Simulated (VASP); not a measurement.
The system is LuBeSi4.

```
Lu Be Si
1.0
     3.04420    0.00000    0.00000
    -1.52210    2.63636    0.00000
     0.00000    0.00000   11.51487
Lu Be Si
1 1 4
Cartesian
  0.0000 0.0000 0.0000
  0.0000 0.0000 5.7574
  1.5221 0.8788 10.0400
  1.5221 0.8788 4.3423
  0.0000 1.7576 7.1726
  0.0000 1.7576 1.4749
```

```yaml
Program: VASP 6.6.1
Task: relaxation of cell and atoms
Functional: PBE
Potentials_or_basis: VASP PAW PBE potentials, release 64 (Lu, Be, Si)
Cutoff: 600 eV
k_mesh: 6 × 6 × 2
Occupations: gaussian, width 0.1 eV
Spin: no spin polarisation
```

At the start: pressure 32.5 GPa; volume 15.40 Å³/atom.

Q: How do energy, volume and symmetry change on relaxing?

A: Over 21 steps the energy falls by 1273.9 meV/atom and the volume is 15.84 Å³/atom (+2.9 %); space group P-3m1 (No. 164, to 0.05 Å).

The path:
| step | energy change (eV) | largest force (eV/Å) | pressure (GPa) | volume (Å³) |
| --- | --- | --- | --- | --- |
| 1 | 0.0000 | 8.9062 | 32.52 | 92.41 |
| 2 | -4.1010 | 0.5517 | -11.39 | 140.76 |
| 3 | -4.8337 | 1.7322 | -6.41 | 123.11 |
| 4 | -4.8422 | 1.8964 | -5.33 | 121.55 |
| 5 | -4.8417 | 1.9734 | -4.92 | 120.87 |
| 6 | -5.4792 | 2.0382 | -3.86 | 113.30 |
| 7 | -6.7891 | 1.8347 | 4.89 | 92.49 |
| 8 | -6.7204 | 2.2186 | 13.98 | 84.21 |
| 9 | -6.8296 | 1.9822 | 8.21 | 88.89 |
| 10 | -7.1522 | 1.7325 | 7.76 | 88.45 |
| 11 | -7.3053 | 0.9258 | 8.67 | 87.85 |
| 12 | -7.3088 | 1.0926 | 8.41 | 87.94 |
| 13 | -7.4906 | 0.9105 | 3.60 | 91.80 |
| 14 | -7.5601 | 0.7013 | -1.69 | 97.26 |
| 15 | -7.5618 | 0.7277 | -1.06 | 96.50 |
| 16 | -7.5876 | 0.5579 | -0.82 | 96.27 |
| 17 | -7.6195 | 0.3794 | -0.01 | 95.56 |
| 18 | -7.6338 | 0.2741 | -0.02 | 95.37 |
| 19 | -7.6394 | 0.1531 | -0.01 | 95.14 |
| 20 | -7.6422 | 0.0753 | 0.06 | 95.10 |
| 21 | -7.6432 | 0.0241 | 0.10 | 95.06 |

Final structure:
```yaml
crystal:
  lattice:
    - [3.05930, 0.00000, 0.00000]
    - [-1.52965, 2.64944, 0.00000]
    - [0.00000, 0.00000, 11.72786]
  atoms:
    - { symbol: Lu, position: [0.00000, 0.00000, 0.00000] }
    - { symbol: Be, position: [0.00000, 0.00000, 0.50000] }
    - { symbol: Si, position: [0.66667, 0.33333, 0.79697] }
    - { symbol: Si, position: [0.66667, 0.33333, 0.36007] }
    - { symbol: Si, position: [0.33333, 0.66667, 0.63993] }
    - { symbol: Si, position: [0.33333, 0.66667, 0.20303] }
```

Caveat: the k points lie up to 0.40 Å⁻¹ apart in the final cell.
